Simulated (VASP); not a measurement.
# Cs11Br12 (a cell with a defect) in VASP: single point with PBE

Aim: the single point of Cs11Br12 (a cell with a defect) with PBE.

Program: VASP 6.6.1. These are calculated values, not measurements. Logs are shortened: lines on timing, memory, paths and dates and some standing lists are left out, and cuts for length are marked.

### Step 1. The cell of the first run

The cell holds a defect, 23 atoms: a = 10.752 Å, b = 10.752 Å, c = 10.752 Å, α = 80.41°, β = 70.53°, γ = 60.00°.

### Step 2. Single point, PBE

The input, INCAR:

```
SYSTEM = Cs11Br12
PREC = Accurate
ENCUT = 400
EDIFF = 1E-6
ISMEAR = 0
SIGMA = 0.05
LREAL = .False.
LASPH = .True.
NELM = 120
ALGO = Normal
ISIF = 2
LWAVE = .False.
LCHARG = .True.
GGA = PE
LELF = .True.
LVHAR = .True.
NBANDS = 108
NELECT = 184.0
GGA_COMPAT = .False.
```

The input, KPOINTS:

```
regular mesh
0
Gamma
  2 2 2
  0 0 0
```

The input, POSCAR:

```
Cs11Br12
1.0
    8.7786203480      4.3893101740      4.3893101740
    4.3893101740     -4.3893101740      8.7786203480
    8.7786203480     -4.3893101740     -4.3893101740
Cs Br
11 12
Direct
    0.6250006228      0.0000000000      0.6250005649
    0.8311620160      0.3201594349      0.5082125811
    0.5771539382      0.3281755529      0.2582127710
    0.6728458847      0.6718247635     -0.0082125811
   -0.0094175877      0.0000000000     -0.0056397801
    0.0986785139      0.3201595430      0.7417872290
    0.1513214510      0.6798405651      0.5082125811
    0.9053294910      0.6718244471      0.2582127710
    0.2594169649      0.0000000000      0.2556392152
    0.3446706483      0.3281752365     -0.0082125811
    0.4188380569      0.6798404570      0.7417872290
    0.3642676400      0.0000000000      0.8860798263
    0.6249999613      0.0000000000      0.1250001931
    0.7075028911      0.3399016341      0.8778105758
    0.4509673242      0.3480653020      0.6250000168
    0.5424972527      0.6600983058      0.3721891991
    0.8857322502      0.0000000000      0.3639202035
    0.9591308979      0.3317380263      0.1250002083
    0.0474045252      0.6600983659      0.8778105758
    0.7990326263      0.6519346980      0.6250000168
    0.1250001486      0.0000000000      0.6249997770
    0.2025955584      0.3399016942      0.3721891991
    0.2908689242      0.6682619737      0.1250002083
```

Potentials or basis: VASP PAW PBE potentials, release 64 (Cs_sv, Br).

Started as:

```
> cat potpaw_PBE.64/Cs_sv/POTCAR potpaw_PBE.64/Br/POTCAR > POTCAR
> mpirun -np 1 vasp_std > vasp.out
```

OUTCAR:

```text
SYSTEM = Cs11Br12
   PREC = Accurate
   ENCUT = 400
   EDIFF = 1E-6
   ISMEAR = 0
   LREAL = .False.
   LASPH = .True.
   NELM = 120
   ISIF = 2
   GGA = PE
   NELECT = 184.0

 ion  position               nearest neighbor table
   1  0.625  0.000  0.625-
   2  0.831  0.320  0.508-
   3  0.577  0.328  0.258-
   4  0.673  0.672  0.992-
   5  0.991  0.000  0.994-
   6  0.099  0.320  0.742-
[... 15 lines left out ...]
  22  0.203  0.340  0.372-
  23  0.291  0.668  0.125-

  LATTYP: Found a base centered monoclinic cell.
 ALAT       =    10.7515702491
 B/A-ratio  =     1.7320508076
 C/A-ratio  =     1.0000000000
 COS(beta)  =    -0.3333333333

  Lattice vectors:

 A1 = (  -4.3893101740,  -8.7786203480,   4.3893101740)
 A2 = (  -4.3893101740,   4.3893101740,  -8.7786203480)
 A3 = (   8.7786203480,  -4.3893101740,  -4.3893101740)

Analysis of symmetry for initial positions (statically):
=====================================================================
 Subroutine PRICEL returns:
 Original cell was already a primitive cell.

 Routine SETGRP: Setting up the symmetry group for a
 base centered monoclinic supercell.

 Subroutine GETGRP returns: Found  4 space group operations
 (whereof  2 operations were pure point group operations)
 out of a pool of  4 trial point group operations.

The static configuration has the point symmetry C_1h.
 The point group associated with its full space group is C_2h.

Analysis of symmetry for dynamics (positions and initial velocities):
=====================================================================
 Subroutine PRICEL returns:
 Original cell was already a primitive cell.

 Routine SETGRP: Setting up the symmetry group for a
 base centered monoclinic supercell.

 Subroutine GETGRP returns: Found  4 space group operations
 (whereof  2 operations were pure point group operations)
 out of a pool of  4 trial point group operations.

The dynamic configuration has the point symmetry C_1h.
 The point group associated with its full space group is C_2h.

 Subroutine INISYM returns: Found  4 space group operations
 (whereof  2 operations are pure point group operations),
 and found     1 'primitive' translations

----------------------------------------------------------------------------------------

                                     Primitive cell

  volume of cell :    1014.7757

  direct lattice vectors                    reciprocal lattice vectors
     8.778620348  4.389310174  4.389310174     0.056956558  0.094927597  0.018985519
     4.389310174 -4.389310174  8.778620348     0.000000000 -0.075942077  0.075942077
     8.778620348 -4.389310174 -4.389310174     0.056956558 -0.056956558 -0.056956558

  length of vectors
    10.751570249 10.751570249 10.751570249     0.112319847  0.107398316  0.098651652

  position of ions in fractional coordinates (direct lattice)
     0.625000623  0.000000000  0.625000565
     0.831162016  0.320159435  0.508212581
     0.577153938  0.328175553  0.258212771
     0.672845885  0.671824763  0.991787419
     0.990582412  0.000000000  0.994360220
     0.098678514  0.320159543  0.741787229
[... 15 lines left out ...]
     0.202595558  0.339901694  0.372189199
     0.290868924  0.668261974  0.125000208

  ion indices of the primitive-cell ions
   primitive index   ion index
                 1           1
                 2           2
                 3           3
                 4           4
                 5           5
                 6           6
[... 15 lines left out ...]
                22          22
                23          23

----------------------------------------------------------------------------------------

 KPOINTS: regular mesh

Automatic generation of k-mesh.
 Grid dimensions read from file:
 generate k-points for:    2    2    2

 Generating k-lattice:

  Cartesian coordinates                     Fractional coordinates (reciprocal lattice)
     0.028478279  0.047463798  0.009492760     0.500000000  0.000000000 -0.000000000
     0.000000000 -0.037971039  0.037971039     0.000000000  0.500000000  0.000000000
     0.028478279 -0.028478279 -0.028478279     0.000000000  0.000000000  0.500000000

  Length of vectors
     0.056159924  0.053699158  0.049325826

  Shift w.r.t. Gamma in fractional coordinates (k-lattice)
     0.000000000  0.000000000  0.000000000

 Subroutine IBZKPT returns following result:
 ===========================================

 Found      6 irreducible k-points:

 Following reciprocal coordinates:
            Coordinates               Weight
  0.000000  0.000000  0.000000      1.000000
  0.500000 -0.000000  0.000000      2.000000
  0.000000  0.500000  0.000000      1.000000
  0.000000  0.000000  0.500000      1.000000
  0.500000 -0.000000  0.500000      2.000000
  0.000000  0.500000  0.500000      1.000000
   k-points           NKPTS =      6   k-points in BZ     NKDIM =      6   number of bands    NBANDS=    108
   number of dos      NEDOS =    301   number of ions     NIONS =     23
   total plane-waves  NPLWV = 343000
   dimension x,y,z NGX =    70 NGY =   70 NGZ =   70
   dimension x,y,z NGXF=   140 NGYF=  140 NGZF=  140
   ions per type =              11  12
   NGX,Y,Z   is equivalent  to a cutoff of  10.82, 10.82, 10.82 a.u.
   NGXF,Y,Z  is equivalent  to a cutoff of  21.65, 21.65, 21.65 a.u.
 SYSTEM =  Cs11Br12
   PREC   = accura    normal or accurate (medium, high low for compatibility)
   ISTART =      0    job   : 0-new  1-cont  2-samecut
   ICHARG =      2    charge: 1-file 2-atom 10-const
   ISPIN  =      1    spin polarized calculation?
   LNONCOLLINEAR =      F non collinear calculations
   LSORBIT =      F    spin-orbit coupling
   LASPH  =      T    aspherical Exc in radial PAW
   ENCUT  =  400.0 eV  29.40 Ry    5.42 a.u.  17.53 17.53 17.53*2*pi/ulx,y,z
   NELM   =    120;   NELMIN=  2; NELMDL= -5     # of ELM steps
   EDIFF  = 0.1E-05   stopping-criterion for ELM
   LREAL  =      F    real-space projection
   EDIFFG = 0.1E-04   stopping-criterion for IOM
   NSW    =      0    number of steps for IOM
   IBRION =     -1    ionic relax: 0-MD 1-quasi-New 2-CG
   NFREE  =      0    steps in history (QN), initial steepest desc. (CG)
   ISIF   =      2    stress and relaxation
   ISYM   =      2    0-nonsym 1-usesym 2-fastsym
   POTIM  = 0.5000    time-step for ionic-motion
   TEBEG  =    0.0;   TEEND  =   0.0 temperature during run
   PSTRESS=    0.0 pullay stress
   NELECT =     184.0000    total number of electrons
   NUPDOWN=      -1.0000    fix difference up-down
   EMIN   =  10.00;   EMAX   =-10.00  energy-range for DOS
   EFERMI =   0.00;   METHOD = LEGACY
   ISMEAR =     0;   SIGMA  =   0.05  broadening in eV -4-tet -1-fermi 0-gaus
   EFERMI_NEDOS =   21; number of points for ismear=-14 and -15
   IALGO  =     38    algorithm
   IMIX   =      4    mixing-type and parameters
     AMIX     =   0.40;   BMIX     =  1.00
     AMIX_MAG =   1.60;   BMIX_MAG =  1.00
  volume/ion in A,a.u.               =      44.12       297.74
  Fermi-wavevector in a.u.,A,eV,Ry     =   0.926597  1.751014 11.681710  0.858581
  Thomas-Fermi vector in A             =   2.052576
   LORBIT       =      0    0 simple, 1 ext, 2 COOP (PROOUT), +10 PAW based schemes
   GGA     = PE    functional components
   LHFCALC =     F    Hartree Fock is set to
   AEXX    =    0.0000 exact exchange contribution
   IVDW    =     0    specifies the selected vdW correction
   LEPSILON=     F    determine dielectric tensor
   LRPA    =     F    only Hartree local field effects (RPA)
 non-spin polarized calculation
 Gauss-broadening in eV      SIGMA  =   0.05
  energy-cutoff  :      400.00
  volume of cell :     1014.78
 maximum number of plane-waves:     18567
   NGX = 35   NGY = 35   NGZ = 35

 number of electron     184.0000001 magnetization

 Free energy of the ion-electron system (eV)
  ---------------------------------------------------
  ext. energy  EPLUGINS =         0.00000000
  ---------------------------------------------------
  free energy    TOTEN  =       -67.71025707 eV

  energy without entropy =      -67.71025707  energy(sigma->0) =      -67.71025707

 E-fermi :  -0.4752     XC(G=0):  -7.5226

 val. band max:       -0.7713261417   @ k =   0.0000   0.5000   0.0000
 cond. band min:       3.2939378754   @ k =   0.0000   0.0000   0.0000
 fundamental gap:      4.0652640172
 Fermi energy:        -0.4751848873

 k-point     1 :       0.0000    0.0000    0.0000
  band No.  band energies     occupation
      1     -20.8424      2.00000
      2     -20.8191      2.00000
      3     -20.8182      2.00000
      4     -20.8072      2.00000
      5     -20.7685      2.00000
      6     -20.7600      2.00000
[... 96 lines left out ...]
    103       5.2383      0.00000
    104       5.3392      0.00000

 k-point     2 :       0.5000   -0.0000    0.0000
  band No.  band energies     occupation
      1     -20.8342      2.00000
      2     -20.8328      2.00000
      3     -20.8105      2.00000
      4     -20.8095      2.00000
      5     -20.7668      2.00000
      6     -20.7648      2.00000
[... 96 lines left out ...]
    103       5.0642      0.00000
    104       5.2000      0.00000

 k-point     3 :       0.0000    0.5000    0.0000
  band No.  band energies     occupation
      1     -20.8398      2.00000
      2     -20.8214      2.00000
      3     -20.8195      2.00000
      4     -20.8060      2.00000
      5     -20.7670      2.00000
      6     -20.7621      2.00000
[... 96 lines left out ...]
    103       5.0635      0.00000
    104       5.0792      0.00000

 k-point     4 :       0.0000    0.0000    0.5000
  band No.  band energies     occupation
      1     -20.8404      2.00000
      2     -20.8190      2.00000
      3     -20.8183      2.00000
      4     -20.8110      2.00000
      5     -20.7658      2.00000
      6     -20.7599      2.00000
[... 96 lines left out ...]
    103       5.1315      0.00000
    104       5.1342      0.00000

 k-point     5 :       0.5000   -0.0000    0.5000
  band No.  band energies     occupation
      1     -20.8333      2.00000
      2     -20.8324      2.00000
      3     -20.8117      2.00000
      4     -20.8101      2.00000
      5     -20.7660      2.00000
      6     -20.7641      2.00000
[... 96 lines left out ...]
    103       5.0779      0.00000
    104       5.2255      0.00000

 k-point     6 :       0.0000    0.5000    0.5000
  band No.  band energies     occupation
      1     -20.8385      2.00000
      2     -20.8210      2.00000
      3     -20.8199      2.00000
      4     -20.8087      2.00000
      5     -20.7648      2.00000
      6     -20.7617      2.00000
[... 96 lines left out ...]
    103       4.9922      0.00000
    104       5.1708      0.00000
 [bands above 104 left out]

------------------------ aborting loop because EDIFF is reached ----------------------------------------

  FORCE on cell =-STRESS in cart. coord.  units (eV):
  Direction    XX          YY          ZZ          XY          YZ          ZX
  --------------------------------------------------------------------------------------
  -------------------------------------------------------------------------------------
  Total        4.7875846      8.4028496      8.4028496      0.0385400      0.0039923      0.0385399
  in kB        7.5588719     13.2668284     13.2668284      0.0608488      0.0063032      0.0608487
  external PRESSURE =      11.3641762 kB  Pullay stress =       0.0000000 kB

 VOLUME and BASIS-vectors are now :
 -----------------------------------------------------------------------------
  energy-cutoff  :      400.00
  volume of cell :     1014.78
      direct lattice vectors                 reciprocal lattice vectors
     8.778620348  4.389310174  4.389310174     0.056956558  0.094927597  0.018985519
     4.389310174 -4.389310174  8.778620348     0.000000000 -0.075942077  0.075942077
     8.778620348 -4.389310174 -4.389310174     0.056956558 -0.056956558 -0.056956558

 POSITION                                       TOTAL-FORCE (eV/Angst)
 -----------------------------------------------------------------------------------
     10.97329      0.00000      0.00000         0.000000      0.000000      0.000000
     13.16314      0.01225      4.22808         0.061337      0.019155      0.027241
      8.77383     -0.04053      4.28086        -0.087666      0.010850      0.042180
     17.56203     -4.34878      4.49776         0.087666     -0.010850     -0.042180
     17.42506     -0.01658     -0.01658        -0.122119     -0.001142     -0.001142
      8.78341     -4.22808     -0.01224        -0.061337     -0.027241     -0.019155
[... 15 lines left out ...]
      6.53775     -2.23633      2.23947        -0.005845     -0.062894      0.039864
      6.58397     -2.20516      6.59447         0.000000      0.005503     -0.005503
 -----------------------------------------------------------------------------------
    total drift:                               -0.077103     -0.001790     -0.001790

  FREE ENERGIE OF THE ION-ELECTRON SYSTEM (eV)
  ---------------------------------------------------
  free  energy   TOTEN  =       -67.7102570729 eV

  energy  without entropy=      -67.7102570729  energy(sigma->0) =      -67.71025707
```

Wall time 20 min (1 thread of AMD EPYC 7R13, shared host); peak memory 0.8 GiB.

Results:

```yaml
Free_energy: -67.7103 eV
Largest_force: 0.519 eV/Å
```

Forces on the atoms (eV/Å):
```
Cs   0.000  0.000  0.000
Cs   0.061  0.019  0.027
Cs  -0.088  0.011  0.042
Cs   0.088 -0.011 -0.042
Cs  -0.122 -0.001 -0.001
Cs  -0.061 -0.027 -0.019
Cs   0.061  0.027  0.019
Cs  -0.088  0.042  0.011
Cs   0.122  0.001  0.001
Cs   0.088 -0.042 -0.011
Cs  -0.061 -0.019 -0.027
Br   0.001 -0.353 -0.353
Br   0.000  0.000  0.000
Br   0.006 -0.040  0.063
Br   0.000 -0.367  0.367
Br  -0.006  0.040 -0.063
Br  -0.001  0.353  0.353
Br   0.000 -0.006  0.006
Br   0.006  0.063 -0.040
Br   0.000  0.367 -0.367
Br   0.000  0.000  0.000
Br  -0.006 -0.063  0.040
Br   0.000  0.006 -0.006
```

Caveat: the cell carries a net charge on a neutralising background, which shifts energy and pressure; the cell is charged against a uniform background, so pressure and absolute levels hang on convention; spin-orbit coupling is left out, which moves the levels of the heavy elements.
